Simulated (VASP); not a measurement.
# NbP (F-43m) in VASP: elastic constants with PBEsol

Aim: the elastic constants of NbP with PBEsol.

Everything below comes from runs of VASP 6.6.1. Logs are shortened: lines on timing, memory, paths and dates and some standing lists are left out, and cuts for length are marked.

### Step 1. The cell of the first run

The structure is cubic, space group F-43m (No. 216). The conventional cell has a = 5.527 Å, b = 5.527 Å, c = 5.527 Å, α = 90.00°, β = 90.00°, γ = 90.00°. Within 3.2 Å of Nb (site symmetry -43m) lie 4 P at 2.39 Å. Within 3.2 Å of P (site symmetry -43m) lie 4 Nb at 2.39 Å.

### Step 2. Elastic constants, PBEsol

INCAR reads:

```
SYSTEM = NbP
  PREC = Accurate
  ENCUT = 600
  EDIFF = 1E-8
  ISMEAR = 0
  SIGMA = 0.05
  LREAL = .FALSE.
  LASPH = .TRUE.
  NELM = 100
  ALGO = Normal
  ISIF = 3
  LWAVE = .FALSE.
  LCHARG = .TRUE.
  GGA = PS
  NBANDS = 16
  IBRION = 6
  NFREE = 2
  POTIM = 0.015
  NSW = 1
```

KPOINTS reads:

```
regular mesh
0
G
  10 10 10
  0 0 0
```

POSCAR reads:

```
NbP
1.0
    0.0000000000      2.7634058242      2.7634058242
    2.7634058242      0.0000000000      2.7634058242
    2.7634058242      2.7634058242      0.0000000000
Nb P
1 1
Direct
    0.0000000000      0.0000000000      0.0000000000
    0.2500000000      0.2500000000      0.2500000000
```

Potentials or basis: VASP PAW PBE potentials, release 64 (Nb_sv, P).

Command:

```bash
cat potpaw_PBE.64/Nb_sv/POTCAR potpaw_PBE.64/P/POTCAR > POTCAR
mpirun -np 1 vasp_std > vasp.out
```

OUTCAR:

```text
SYSTEM = NbP
   PREC = Accurate
   ENCUT = 600
   EDIFF = 1E-8
   ISMEAR = 0
   LREAL = .FALSE.
   LASPH = .TRUE.
   NELM = 100
   ISIF = 3
   GGA = PS
   IBRION = 6
   NFREE = 2
   POTIM = 0.015
   NSW = 1

 ion  position               nearest neighbor table
   1  0.000  0.000  0.000-   2 2.39   2 2.39   2 2.39   2 2.39
   2  0.250  0.250  0.250-   1 2.39   1 2.39   1 2.39   1 2.39

  LATTYP: Found a face centered cubic cell.
 ALAT       =     5.5268116484

  Lattice vectors:

 A1 = (   0.0000000000,   2.7634058242,   2.7634058242)
 A2 = (   2.7634058242,   0.0000000000,   2.7634058242)
 A3 = (   2.7634058242,   2.7634058242,   0.0000000000)

Analysis of symmetry for initial positions (statically):
=====================================================================
 Subroutine PRICEL returns:
 Original cell was already a primitive cell.

 Routine SETGRP: Setting up the symmetry group for a
 face centered cubic supercell.

 Subroutine GETGRP returns: Found 24 space group operations
 (whereof 24 operations were pure point group operations)
 out of a pool of 48 trial point group operations.

The static configuration has the point symmetry T_d .

Analysis of symmetry for dynamics (positions and initial velocities):
=====================================================================
 Subroutine PRICEL returns:
 Original cell was already a primitive cell.

 Routine SETGRP: Setting up the symmetry group for a
 face centered cubic supercell.

 Subroutine GETGRP returns: Found 24 space group operations
 (whereof 24 operations were pure point group operations)
 out of a pool of 48 trial point group operations.

The dynamic configuration has the point symmetry T_d .

 Subroutine INISYM returns: Found 24 space group operations
 (whereof 24 operations are pure point group operations),
 and found     1 'primitive' translations

----------------------------------------------------------------------------------------

                                     Primitive cell

  volume of cell :      42.2050

  direct lattice vectors                    reciprocal lattice vectors
     0.000000000  2.763405824  2.763405824    -0.180936146  0.180936146  0.180936146
     2.763405824  0.000000000  2.763405824     0.180936146 -0.180936146  0.180936146
     2.763405824  2.763405824  0.000000000     0.180936146  0.180936146 -0.180936146

  length of vectors
     3.908045995  3.908045995  3.908045995     0.313390598  0.313390598  0.313390598

  position of ions in fractional coordinates (direct lattice)
     0.000000000  0.000000000  0.000000000
     0.250000000  0.250000000  0.250000000

  ion indices of the primitive-cell ions
   primitive index   ion index
                 1           1
                 2           2

----------------------------------------------------------------------------------------

 KPOINTS: regular mesh

Automatic generation of k-mesh.
 Grid dimensions read from file:
 generate k-points for:   10   10   10

 Generating k-lattice:

  Cartesian coordinates                     Fractional coordinates (reciprocal lattice)
    -0.018093615  0.018093615  0.018093615     0.100000000  0.000000000  0.000000000
     0.018093615 -0.018093615  0.018093615     0.000000000  0.100000000  0.000000000
     0.018093615  0.018093615 -0.018093615     0.000000000  0.000000000  0.100000000

  Length of vectors
     0.031339060  0.031339060  0.031339060

  Shift w.r.t. Gamma in fractional coordinates (k-lattice)
     0.000000000  0.000000000  0.000000000

 Subroutine IBZKPT returns following result:
 ===========================================

 Found     47 irreducible k-points:

 Following reciprocal coordinates:
            Coordinates               Weight
  0.000000  0.000000  0.000000      1.000000
  0.100000  0.000000  0.000000      8.000000
  0.200000  0.000000  0.000000      8.000000
  0.300000  0.000000  0.000000      8.000000
[... 49 lines left out ...]
   PSTRESS=    0.0 pullay stress
   NELECT =      18.0000    total number of electrons
   NUPDOWN=      -1.0000    fix difference up-down
   EMIN   =  10.00;   EMAX   =-10.00  energy-range for DOS
   EFERMI =   0.00;   METHOD = LEGACY
   ISMEAR =     0;   SIGMA  =   0.05  broadening in eV -4-tet -1-fermi 0-gaus
   EFERMI_NEDOS =   21; number of points for ismear=-14 and -15
   IALGO  =     38    algorithm
   IMIX   =      4    mixing-type and parameters
     AMIX     =   0.40;   BMIX     =  1.00
     AMIX_MAG =   1.60;   BMIX_MAG =  1.00
  volume/ion in A,a.u.               =      21.10       142.41
  Fermi-wavevector in a.u.,A,eV,Ry     =   1.232285  2.328680 20.660789  1.518525
  Thomas-Fermi vector in A             =   2.367061
   LORBIT       =      0    0 simple, 1 ext, 2 COOP (PROOUT), +10 PAW based schemes
   GGA     = PS    functional components
   LHFCALC =     F    Hartree Fock is set to
   AEXX    =    0.0000 exact exchange contribution
   IVDW    =     0    specifies the selected vdW correction
   LEPSILON=     F    determine dielectric tensor
   LRPA    =     F    only Hartree local field effects (RPA)
 finite differences with symmetry
 non-spin polarized calculation
 Gauss-broadening in eV      SIGMA  =   0.05
  energy-cutoff  :      600.00
  volume of cell :       42.21
 maximum number of plane-waves:      1423
   NGX = 15   NGY = 15   NGZ = 15

--------------------------------------- Ionic step        1  -------------------------------------------

 number of electron      17.9999999 magnetization

 Free energy of the ion-electron system (eV)
  ---------------------------------------------------
  ext. energy  EPLUGINS =         0.00000000
  ---------------------------------------------------
  free energy    TOTEN  =       -16.75452634 eV

  energy without entropy =      -16.75135278  energy(sigma->0) =      -16.75293956

------------------------ aborting loop because EDIFF is reached ----------------------------------------

  FORCE on cell =-STRESS in cart. coord.  units (eV):
  Direction    XX          YY          ZZ          XY          YZ          ZX
  --------------------------------------------------------------------------------------
  -------------------------------------------------------------------------------------
  Total       -0.0166833     -0.0166833     -0.0166833      0.0000000      0.0000000      0.0000000
  in kB       -0.6333287     -0.6333287     -0.6333287      0.0000000      0.0000000      0.0000000
  external PRESSURE =      -0.6333287 kB  Pullay stress =       0.0000000 kB
[... 89 lines left out ...]
  FREE ENERGIE OF THE ION-ELECTRON SYSTEM (eV)
  ---------------------------------------------------
  free  energy   TOTEN  =       -16.7512001989 eV

  energy  without entropy=      -16.7482383425  energy(sigma->0) =      -16.74971927

[... ionic steps 4 to 14 ...]

--------------------------------------- Ionic step       15  -------------------------------------------

 number of electron      17.9999999 magnetization

------------------------ aborting loop because EDIFF is reached ----------------------------------------
[... 67 lines left out ...]
--------------------------------------- Ionic step       17  -------------------------------------------

 number of electron      18.0000000 magnetization

 Free energy of the ion-electron system (eV)
  ---------------------------------------------------
  ext. energy  EPLUGINS =         0.00000000
  ---------------------------------------------------
  free energy    TOTEN  =       -16.75301898 eV

  energy without entropy =      -16.74993872  energy(sigma->0) =      -16.75147885

 E-fermi :   7.1856     XC(G=0): -10.5411

 val. band max:        7.1844880621   @ k =   0.3000   0.0000   0.0000
 cond. band min:       7.1858598477   @ k =   0.0000   0.0000   0.0000
 fundamental gap:      0.0013717855
 Fermi energy:         7.1855882736

 k-point     1 :       0.0000    0.0000    0.0000
  band No.  band energies     occupation
      1     -47.9578      2.00000
      2     -24.0693      2.00000
      3     -24.0650      2.00000
      4     -24.0602      2.00000
      5      -4.3028      2.00000
      6       3.3635      2.00000
[... 433 lines left out ...]
      3     -24.0974      2.00000
      4     -24.0946      2.00000
      5      -3.1090      2.00000
      6       2.3185      2.00000
[... 8 lines left out ...]
     15      15.4501      0.00000
     16      17.5572      0.00000

 [... further k-points ...]

------------------------ aborting loop because EDIFF is reached ----------------------------------------

  FORCE on cell =-STRESS in cart. coord.  units (eV):
  Direction    XX          YY          ZZ          XY          YZ          ZX
  --------------------------------------------------------------------------------------
  -------------------------------------------------------------------------------------
  Total       -0.0182817     -0.0107342     -0.0107342      0.0000000      0.2722455      0.0000000
  in kB       -0.6940041     -0.4074892     -0.4074892      0.0000000     10.3349233      0.0000000
  external PRESSURE =      -0.5029942 kB  Pullay stress =       0.0000000 kB
[... 17 lines left out ...]
  FREE ENERGIE OF THE ION-ELECTRON SYSTEM (eV)
  ---------------------------------------------------
  free  energy   TOTEN  =       -16.7530189834 eV

  energy  without entropy=      -16.7499387183  energy(sigma->0) =      -16.75147885

 INTERNAL STRAIN TENSORS FROM STRAINED CELLS
 ============================================

 INTERNAL STRAIN TENSOR FOR ION    1 for displacements in x,y,z  (eV/Angst):
          X           Y           Z          XY          YZ          ZX
  --------------------------------------------------------------------------------
  x    -0.00000     0.00000     0.00000     0.00000    18.14978    -0.00000
  y     0.00000    -0.00000    -0.00000     0.00000     0.00000    18.14914
  z    -0.00000     0.00000     0.00000    18.14836    -0.00000     0.00000

 INTERNAL STRAIN TENSORS FROM DISPLACED ATOMS
 ============================================

 INTERNAL STRAIN TENSOR FOR ION    1 for displacements in x,y,z  (eV/Angst):
          X           Y           Z          XY          YZ          ZX
  --------------------------------------------------------------------------------
  x     0.00000     0.00000     0.00000     0.00000    18.14814    -0.00000
  y    -0.00000     0.00000    -0.00000     0.00000     0.00000    18.14814
  z     0.00000     0.00000     0.00000    18.14814     0.00000     0.00000

 INTERNAL STRAIN TENSOR FOR ION    2 for displacements in x,y,z  (eV/Angst):
          X           Y           Z          XY          YZ          ZX
  --------------------------------------------------------------------------------
  x     0.00000    -0.00000    -0.00000     0.00000   -18.15601    -0.00000
  y    -0.00000     0.00000    -0.00000     0.00000     0.00000   -18.15601
  z    -0.00000    -0.00000     0.00000   -18.15601    -0.00000     0.00000

 Eigenvectors and eigenvalues of the dynamical matrix
 ----------------------------------------------------

   1 f  =   11.881507 THz    74.653713 2PiTHz  396.324426 cm-1    49.137944 meV
             X         Y         Z           dx          dy          dz
      0.000000  0.000000  0.000000    -0.500117    0.000000    0.000000
      1.381703  1.381703  1.381703     0.865958    0.000000    0.000000
[... 21 lines left out ...]
   6 f/i=    0.001271 THz     0.007983 2PiTHz    0.042382 cm-1     0.005255 meV
             X         Y         Z           dx          dy          dz
      0.000000  0.000000  0.000000    -0.865958    0.000000    0.000000
      1.381703  1.381703  1.381703    -0.500117    0.000000    0.000000

--------------------------------------------------------------------------------------------------------

 ELASTIC MODULI CONTR FROM IONIC RELAXATION (kBar)
 Direction    XX          YY          ZZ          XY          YZ          ZX
 --------------------------------------------------------------------------------
 XX          -0.0000     -0.0000     -0.0000     -0.0000      0.0000      0.0000
 YY          -0.0000     -0.0000     -0.0000     -0.0000     -0.0000      0.0000
 ZZ          -0.0000     -0.0000     -0.0000      0.0000     -0.0000      0.0000
 XY          -0.0000     -0.0000      0.0000   -932.0931      0.0000      0.0000
 YZ           0.0000     -0.0000     -0.0000      0.0000   -932.0931      0.0000
 ZX           0.0000      0.0000      0.0000      0.0000      0.0000   -932.0931
 --------------------------------------------------------------------------------

 TOTAL ELASTIC MODULI (kBar)
 Direction    XX          YY          ZZ          XY          YZ          ZX
 --------------------------------------------------------------------------------
 XX        1192.9172   1180.5155   1180.5155      0.0000     -0.0000      0.0000
 YY        1180.5155   1192.9172   1180.5155     -0.0000     -0.0000     -0.0000
 ZZ        1180.5155   1180.5155   1192.9172     -0.0000     -0.0000      0.0000
 XY           0.0000     -0.0000     -0.0000   -138.4225      0.0000      0.0000
 YZ          -0.0000     -0.0000     -0.0000      0.0000   -138.4225      0.0000
 ZX           0.0000     -0.0000      0.0000      0.0000      0.0000   -138.4225
 --------------------------------------------------------------------------------
```

Wall time 12 min (1 thread of Intel Xeon 6975P-C (Granite Rapids), shared host); peak memory 0.49 GiB.

What came out:

| Property | Result |
| --- | --- |
| Elastic constants C11, C12, C44 | 119, 118, -14 GPa |
| Voigt bulk modulus | 118 GPa |
| Highest phonon frequency at Γ, LO-TO splitting left out | 396 cm⁻¹ |

Phonon frequencies in cm⁻¹ (negative: imaginary):
| q point | frequencies |
| --- | --- |
| (0.000, 0.000, 0.000) | 0 0 0 396 396 396 |

Elastic tensor in Voigt notation (GPa, in the Cartesian axes of the cell as first typed):
```
119 118 118   0   0   0
118 119 118   0   0   0
118 118 119   0   0   0
  0   0   0 -14   0   0
  0   0   0   0 -14   0
  0   0   0   0   0 -14
```

Clamped-ion elastic tensor (GPa):
```
119 118 118   0   0   0
118 119 118   0   0   0
118 118 119   0   0   0
  0   0   0  79   0   0
  0   0   0   0  79   0
  0   0   0   0   0  79
```

Caveat: the elastic tensor has a negative eigenvalue, so either the cell is unstable as it stands or the mesh is too thin; the PAW data sets were made with another functional, which shifts forces and pressure a little.
